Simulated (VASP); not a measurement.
# Be3CuTe (Pm-3m) in VASP: further runs

Runs on Be3CuTe. Level: PBE. Tasks: single point, relaxation of cell and atoms.

Everything below comes from runs of VASP 6.6.1. Logs are shortened: lines on timing, memory, paths and dates and some standing lists are left out, and cuts for length are marked.

## (1) The cell of the first run

It takes space group Pm-3m (No. 221, cubic). Conventional cell: a = 4.210 Å, b = 4.210 Å, c = 4.210 Å, α = 90.00°, β = 90.00°, γ = 90.00°. Be (site symmetry 4/mmm) has 2 Cu at 2.11 Å within 2.8 Å. Within 2.8 Å of Cu (site symmetry m-3m) lie 6 Be at 2.11 Å. Within 3.9 Å of Te (site symmetry m-3m) lie 12 Be at 2.98 Å and 8 Cu at 3.65 Å.

## (2) Single point, PBE

Input file INCAR:

```
  PREC = Accurate
  ENCUT = 520
  EDIFF = 1E-6
  ISMEAR = 0
  SIGMA = 0.1
  LREAL = False
  LASPH = True
  NELM = 80
  ALGO = Fast
  ISIF = 2
  LWAVE = False
  LCHARG = False
  GGA = PE
  NBANDS = 20
```

Input file KPOINTS:

```
Automatic mesh
0
Gamma
  4 4 4
```

Input file POSCAR:

```
Be3CuTe
1.0
    4.2102171265      0.0000000000      0.0000000000
    0.0000000000      4.2102171265      0.0000000000
    0.0000000000      0.0000000000      4.2102171265
Be Cu Te
3 1 1
Direct
    0.0000000000      0.5000000000      0.5000000000
    0.5000000000      0.0000000000      0.5000000000
    0.5000000000      0.5000000000      0.0000000000
    0.5000000000      0.5000000000      0.5000000000
    0.0000000000      0.0000000000      0.0000000000
```

Potentials or basis: VASP PAW PBE potentials, release 64 (Be, Cu, Te).

Command:

```sh
$ cat potpaw_PBE.64/Be/POTCAR potpaw_PBE.64/Cu/POTCAR potpaw_PBE.64/Te/POTCAR > POTCAR
$ mpirun -np 1 vasp_std > vasp.out
```

OUTCAR:

```text
PREC = Accurate
   ENCUT = 520
   EDIFF = 1E-6
   ISMEAR = 0
   LREAL = False
   LASPH = True
   NELM = 80
   ISIF = 2
   GGA = PE

 ion  position               nearest neighbor table
   1  0.000  0.500  0.500-   4 2.11   4 2.11   5 2.98   5 2.98   5 2.98   5 2.98
   2  0.500  0.000  0.500-   4 2.11   4 2.11   5 2.98   5 2.98   5 2.98   5 2.98
   3  0.500  0.500  0.000-   4 2.11   4 2.11   5 2.98   5 2.98   5 2.98   5 2.98
   4  0.500  0.500  0.500-   1 2.11   2 2.11   3 2.11   3 2.11   2 2.11   1 2.11
   5  0.000  0.000  0.000-   1 2.98   2 2.98   3 2.98   1 2.98   2 2.98   1 2.98   3 2.98   1 2.98
                             2 2.98   3 2.98   2 2.98   3 2.98

  LATTYP: Found a simple cubic cell.
 ALAT       =     4.2102171265

  Lattice vectors:

 A1 = (   4.2102171265,   0.0000000000,   0.0000000000)
 A2 = (   0.0000000000,   4.2102171265,   0.0000000000)
 A3 = (   0.0000000000,   0.0000000000,   4.2102171265)

Analysis of symmetry for initial positions (statically):
=====================================================================
 Subroutine PRICEL returns:
 Original cell was already a primitive cell.

 Routine SETGRP: Setting up the symmetry group for a
 simple cubic supercell.

 Subroutine GETGRP returns: Found 48 space group operations
 (whereof 48 operations were pure point group operations)
 out of a pool of 48 trial point group operations.

The static configuration has the point symmetry O_h .

Analysis of symmetry for dynamics (positions and initial velocities):
=====================================================================
 Subroutine PRICEL returns:
 Original cell was already a primitive cell.

 Routine SETGRP: Setting up the symmetry group for a
 simple cubic supercell.

 Subroutine GETGRP returns: Found 48 space group operations
 (whereof 48 operations were pure point group operations)
 out of a pool of 48 trial point group operations.

The dynamic configuration has the point symmetry O_h .

 Subroutine INISYM returns: Found 48 space group operations
 (whereof 48 operations are pure point group operations),
 and found     1 'primitive' translations

----------------------------------------------------------------------------------------

                                     Primitive cell

  volume of cell :      74.6300

  direct lattice vectors                    reciprocal lattice vectors
     4.210217126  0.000000000  0.000000000     0.237517441  0.000000000  0.000000000
     0.000000000  4.210217126  0.000000000     0.000000000  0.237517441  0.000000000
     0.000000000  0.000000000  4.210217126     0.000000000  0.000000000  0.237517441

  length of vectors
     4.210217126  4.210217126  4.210217126     0.237517441  0.237517441  0.237517441

  position of ions in fractional coordinates (direct lattice)
     0.000000000  0.500000000  0.500000000
     0.500000000  0.000000000  0.500000000
     0.500000000  0.500000000  0.000000000
     0.500000000  0.500000000  0.500000000
     0.000000000  0.000000000  0.000000000

  ion indices of the primitive-cell ions
   primitive index   ion index
                 1           1
                 2           2
                 3           3
                 4           4
                 5           5

----------------------------------------------------------------------------------------

 KPOINTS: Automatic mesh

Automatic generation of k-mesh.
 Grid dimensions read from file:
 generate k-points for:    4    4    4

 Generating k-lattice:

  Cartesian coordinates                     Fractional coordinates (reciprocal lattice)
     0.059379360  0.000000000  0.000000000     0.250000000  0.000000000  0.000000000
     0.000000000  0.059379360  0.000000000     0.000000000  0.250000000  0.000000000
     0.000000000  0.000000000  0.059379360     0.000000000  0.000000000  0.250000000

  Length of vectors
     0.059379360  0.059379360  0.059379360

  Shift w.r.t. Gamma in fractional coordinates (k-lattice)
     0.000000000  0.000000000  0.000000000

 Subroutine IBZKPT returns following result:
 ===========================================

 Found     10 irreducible k-points:

 Following reciprocal coordinates:
            Coordinates               Weight
  0.000000  0.000000  0.000000      1.000000
  0.250000  0.000000  0.000000      6.000000
  0.500000  0.000000  0.000000      3.000000
  0.250000  0.250000  0.000000     12.000000
  0.500000  0.250000  0.000000     12.000000
  0.500000  0.500000  0.000000      3.000000
  0.250000  0.250000  0.250000      8.000000
  0.500000  0.250000  0.250000     12.000000
  0.500000  0.500000  0.250000      6.000000
  0.500000  0.500000  0.500000      1.000000
   k-points           NKPTS =     10   k-points in BZ     NKDIM =     10   number of bands    NBANDS=     20
   number of dos      NEDOS =    301   number of ions     NIONS =      5
   total plane-waves  NPLWV =  32768
   dimension x,y,z NGX =    32 NGY =   32 NGZ =   32
   dimension x,y,z NGXF=    64 NGYF=   64 NGZF=   64
   ions per type =               3   1   1
   NGX,Y,Z   is equivalent  to a cutoff of  12.64, 12.64, 12.64 a.u.
   NGXF,Y,Z  is equivalent  to a cutoff of  25.27, 25.27, 25.27 a.u.
 SYSTEM =  unknown system
   PREC   = accura    normal or accurate (medium, high low for compatibility)
   ISTART =      0    job   : 0-new  1-cont  2-samecut
   ICHARG =      2    charge: 1-file 2-atom 10-const
   ISPIN  =      1    spin polarized calculation?
   LNONCOLLINEAR =      F non collinear calculations
   LSORBIT =      F    spin-orbit coupling
   LASPH  =      T    aspherical Exc in radial PAW
   ENCUT  =  520.0 eV  38.22 Ry    6.18 a.u.   7.83  7.83  7.83*2*pi/ulx,y,z
   NELM   =     80;   NELMIN=  2; NELMDL= -5     # of ELM steps
   EDIFF  = 0.1E-05   stopping-criterion for ELM
   LREAL  =      F    real-space projection
   EDIFFG = 0.1E-04   stopping-criterion for IOM
   NSW    =      0    number of steps for IOM
   IBRION =     -1    ionic relax: 0-MD 1-quasi-New 2-CG
   NFREE  =      0    steps in history (QN), initial steepest desc. (CG)
   ISIF   =      2    stress and relaxation
   ISYM   =      2    0-nonsym 1-usesym 2-fastsym
   POTIM  = 0.5000    time-step for ionic-motion
   TEBEG  =    0.0;   TEEND  =   0.0 temperature during run
   PSTRESS=    0.0 pullay stress
   NELECT =      23.0000    total number of electrons
   NUPDOWN=      -1.0000    fix difference up-down
   EMIN   =  10.00;   EMAX   =-10.00  energy-range for DOS
   EFERMI =   0.00;   METHOD = LEGACY
   ISMEAR =     0;   SIGMA  =   0.10  broadening in eV -4-tet -1-fermi 0-gaus
   EFERMI_NEDOS =   21; number of points for ismear=-14 and -15
   IALGO  =     68    algorithm
   IMIX   =      4    mixing-type and parameters
     AMIX     =   0.40;   BMIX     =  1.00
     AMIX_MAG =   1.60;   BMIX_MAG =  1.00
  volume/ion in A,a.u.               =      14.93       100.73
  Fermi-wavevector in a.u.,A,eV,Ry     =   1.105808  2.089674 16.637350  1.222811
  Thomas-Fermi vector in A             =   2.242300
   LORBIT       =      0    0 simple, 1 ext, 2 COOP (PROOUT), +10 PAW based schemes
   GGA     = PE    functional components
   LHFCALC =     F    Hartree Fock is set to
   AEXX    =    0.0000 exact exchange contribution
   IVDW    =     0    specifies the selected vdW correction
   LEPSILON=     F    determine dielectric tensor
   LRPA    =     F    only Hartree local field effects (RPA)
 non-spin polarized calculation
 RMM-DIIS sequential band-by-band and
 Gauss-broadening in eV      SIGMA  =   0.10
  energy-cutoff  :      520.00
  volume of cell :       74.63
 maximum number of plane-waves:      2040
 NGX is ok and might be reduce to    32
   NGX = 15   NGY = 15   NGZ = 15

 number of electron      23.0000030 magnetization

 Free energy of the ion-electron system (eV)
  ---------------------------------------------------
  ext. energy  EPLUGINS =         0.00000000
  ---------------------------------------------------
  free energy    TOTEN  =       -14.86461750 eV

  energy without entropy =      -14.85788029  energy(sigma->0) =      -14.86124889

 E-fermi :   6.6539     XC(G=0): -10.1700

 val. band max:        6.1275537212   @ k =   0.5000   0.2500   0.0000
 cond. band min:       6.7228630953   @ k =   0.5000   0.2500   0.2500
 fundamental gap:      0.5953093742
 Fermi energy:         6.6538940959

 k-point     1 :       0.0000    0.0000    0.0000
  band No.  band energies     occupation
      1      -6.3138      2.00000
      2       1.2170      2.00000
      3       1.6947      2.00000
      4       1.6947      2.00000
      5       2.3848      2.00000
      6       2.3848      2.00000
[... 12 lines left out ...]
     19      14.3446      0.00000
     20      14.3959      0.00000

 k-point     2 :       0.2500    0.0000    0.0000
  band No.  band energies     occupation
      1      -6.0474      2.00000
      2      -0.4030      2.00000
      3       1.7298      2.00000
      4       1.7441      2.00000
      5       2.0926      2.00000
      6       2.0926      2.00000
[... 12 lines left out ...]
     19      13.6890      0.00000
     20      13.7448      0.00000

 k-point     3 :       0.5000    0.0000    0.0000
  band No.  band energies     occupation
      1      -5.7078      2.00000
      2      -1.5069      2.00000
      3       1.7659      2.00000
      4       1.8343      2.00000
      5       1.9901      2.00000
      6       1.9901      2.00000
[... 12 lines left out ...]
     19      11.8005      0.00000
     20      12.6940      0.00000

 k-point     4 :       0.2500    0.2500    0.0000
  band No.  band energies     occupation
      1      -5.7985      2.00000
      2      -0.4089      2.00000
      3       0.9665      2.00000
      4       1.7657      2.00000
      5       2.0000      2.00000
      6       2.1262      2.00000
[... 12 lines left out ...]
     19      12.1254      0.00000
     20      12.1643      0.00000

 k-point     5 :       0.5000    0.2500    0.0000
  band No.  band energies     occupation
      1      -5.4899      2.00000
      2      -1.0378      2.00000
      3       1.2767      2.00000
      4       1.7394      2.00000
      5       1.8374      2.00000
      6       2.0974      2.00000
[... 12 lines left out ...]
     19      11.1325      0.00000
     20      13.3774      0.00000

 k-point     6 :       0.5000    0.5000    0.0000
  band No.  band energies     occupation
      1      -5.2312      2.00000
      2       0.2759      2.00000
      3       0.2759      2.00000
      4       0.4233      2.00000
      5       1.8384      2.00000
      6       1.8514      2.00000
[... 12 lines left out ...]
     19      12.8038      0.00000
     20      13.7361      0.00000

 k-point     7 :       0.2500    0.2500    0.2500
  band No.  band energies     occupation
      1      -5.5602      2.00000
      2      -0.2292      2.00000
      3       1.1473      2.00000
      4       1.1473      2.00000
      5       1.8725      2.00000
      6       1.8725      2.00000
[... 12 lines left out ...]
     19      11.9886      0.00000
     20      14.2854      0.00000

 k-point     8 :       0.5000    0.2500    0.2500
  band No.  band energies     occupation
      1      -5.2694      2.00000
      2      -0.6002      2.00000
      3       1.3356      2.00000
      4       1.5463      2.00000
      5       1.7790      2.00000
      6       1.7989      2.00000
[... 12 lines left out ...]
     19      12.8371      0.00000
     20      13.4008      0.00000

 k-point     9 :       0.5000    0.5000    0.2500
  band No.  band energies     occupation
      1      -5.0073      2.00000
      2       0.4741      2.00000
      3       0.4741      2.00000
      4       0.7969      2.00000
      5       1.5303      2.00000
      6       1.8389      2.00000
[... 12 lines left out ...]
     19      13.2351      0.00000
     20      13.9301      0.00000

 k-point    10 :       0.5000    0.5000    0.5000
  band No.  band energies     occupation
      1      -4.7411      2.00000
      2       0.6805      2.00000
      3       0.6805      2.00000
      4       0.6805      2.00000
      5       1.4012      2.00000
      6       1.8455      2.00000
[... 12 lines left out ...]
     19      14.1639      0.00000
     20      15.0586      0.00000

------------------------ aborting loop because EDIFF is reached ----------------------------------------

  FORCE on cell =-STRESS in cart. coord.  units (eV):
  Direction    XX          YY          ZZ          XY          YZ          ZX
  --------------------------------------------------------------------------------------
  -------------------------------------------------------------------------------------
  Total        0.0401254      0.0401254      0.0401254      0.0000000      0.0000000     -0.0000000
  in kB        0.8614222      0.8614222      0.8614222      0.0000000      0.0000000     -0.0000000
  external PRESSURE =       0.8614222 kB  Pullay stress =       0.0000000 kB

 VOLUME and BASIS-vectors are now :
 -----------------------------------------------------------------------------
  energy-cutoff  :      520.00
  volume of cell :       74.63
      direct lattice vectors                 reciprocal lattice vectors
     4.210217126  0.000000000  0.000000000     0.237517441  0.000000000  0.000000000
     0.000000000  4.210217126  0.000000000     0.000000000  0.237517441  0.000000000
     0.000000000  0.000000000  4.210217126     0.000000000  0.000000000  0.237517441

 POSITION                                       TOTAL-FORCE (eV/Angst)
 -----------------------------------------------------------------------------------
      0.00000      2.10511      2.10511         0.000000      0.000000      0.000000
      2.10511      0.00000      2.10511         0.000000      0.000000      0.000000
      2.10511      2.10511      0.00000         0.000000      0.000000      0.000000
      2.10511      2.10511      2.10511         0.000000      0.000000      0.000000
      0.00000      0.00000      0.00000         0.000000      0.000000      0.000000
 -----------------------------------------------------------------------------------
    total drift:                                0.000000      0.000000     -0.000000

  FREE ENERGIE OF THE ION-ELECTRON SYSTEM (eV)
  ---------------------------------------------------
  free  energy   TOTEN  =       -14.8646174981 eV

  energy  without entropy=      -14.8578802895  energy(sigma->0) =      -14.86124889
```

Wall time 37 s (1 thread of Intel Xeon Platinum 8375C at 2.90GHz (Ice Lake), shared host); peak memory 0.18 GiB.

Results:

```
Free energy : -14.8646 eV
Pressure    : 0.1 GPa
```

Levels at points of the mesh, in eV from the Fermi level:
```csv
k point,band 8,band 9,band 10,band 11,band 12,band 13,band 14,band 15
"(0.00, 0.00, 0.00)",-4.12,-4.12,-4.12,0.75,0.75,1.52,1.52,1.52
"(0.50, 0.00, 0.00)",-2.49,-2.24,-2.24,-1.23,-1.23,-1.10,0.96,2.71
"(0.50, 0.50, 0.00)",-4.45,-4.45,-1.82,0.18,0.82,1.36,1.36,2.14
"(0.50, 0.50, 0.50)",-3.43,-3.43,-3.43,-3.12,-3.12,-3.12,6.46,6.46
```

Caveat: the k points lie up to 0.37 Å⁻¹ apart; spin-orbit coupling is left out, which moves the levels of the heavy elements.

[end of part 1 of 2]
